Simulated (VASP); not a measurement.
Here is a VASP 6.6.1 calculation.

Contents of INCAR:

```
PREC = Accurate
ENCUT = 600
EDIFF = 1E-6
ISMEAR = 0
SIGMA = 0.1
LREAL = False
LASPH = True
NELM = 60
ALGO = Normal
ISIF = 3
LWAVE = False
LCHARG = False
GGA = PE
IBRION = 2
NSW = 90
EDIFFG = -0.04
```

KPOINTS

```
Automatic mesh
0
Gamma
  3 3 3
```

File POSCAR:

```
As3Se2
1.0
    3.3329400978      1.9242738626      6.0664514876
   -3.3329400978      1.9242738626      6.0664514876
    0.0000000000     -3.8485477254      6.0664514876
As Se
6 4
Direct
    0.0562500000      0.4437500000      0.7500000000
    0.7500000000      0.0562500000      0.4437500000
    0.4437500000      0.7500000000      0.0562500000
    0.9437500000      0.5562500000      0.2500000000
    0.2500000000      0.9437500000      0.5562500000
    0.5562500000      0.2500000000      0.9437500000
    0.8521800000      0.8521800000      0.8521800000
    0.6478200000      0.6478200000      0.6478200000
    0.1478200000      0.1478200000      0.1478200000
    0.3521800000      0.3521800000      0.3521800000
```

Potentials or basis: VASP PAW PBE potentials, release 64 (As, Se).

Launch:

```console
$ cat potpaw_PBE.64/As/POTCAR potpaw_PBE.64/Se/POTCAR > POTCAR
$ mpirun -np 1 vasp_std > vasp.out
```

Estimate the band gap on the k mesh.

zero (bands 27 and 28 overlap by 0.44 eV).

What does it give for the space group after relaxing (to 0.1 Å)?

R-3c (No. 167).

What does it give for the relaxed cell?

a = 6.626 Å, b = 6.626 Å, c = 6.626 Å, α = 67.54°, β = 67.54°, γ = 67.54°.

Final structure:
```yaml
crystal:
  lattice:
    - [3.68304, 2.12641, 5.08071]
    - [-3.68304, 2.12641, 5.08071]
    - [0.00000, -4.25281, 5.08071]
  atoms:
    - { symbol: As, position: [0.07277, 0.42723, 0.75000] }
    - { symbol: As, position: [0.75000, 0.07277, 0.42723] }
    - { symbol: As, position: [0.42723, 0.75000, 0.07277] }
    - { symbol: As, position: [0.92723, 0.57277, 0.25000] }
    - { symbol: As, position: [0.25000, 0.92723, 0.57277] }
    - { symbol: As, position: [0.57277, 0.25000, 0.92723] }
    - { symbol: Se, position: [0.86551, 0.86551, 0.86551] }
    - { symbol: Se, position: [0.63449, 0.63449, 0.63449] }
    - { symbol: Se, position: [0.13449, 0.13449, 0.13449] }
    - { symbol: Se, position: [0.36551, 0.36551, 0.36551] }
```

Caveat: the k points lie up to 0.36 Å⁻¹ apart in the final cell.
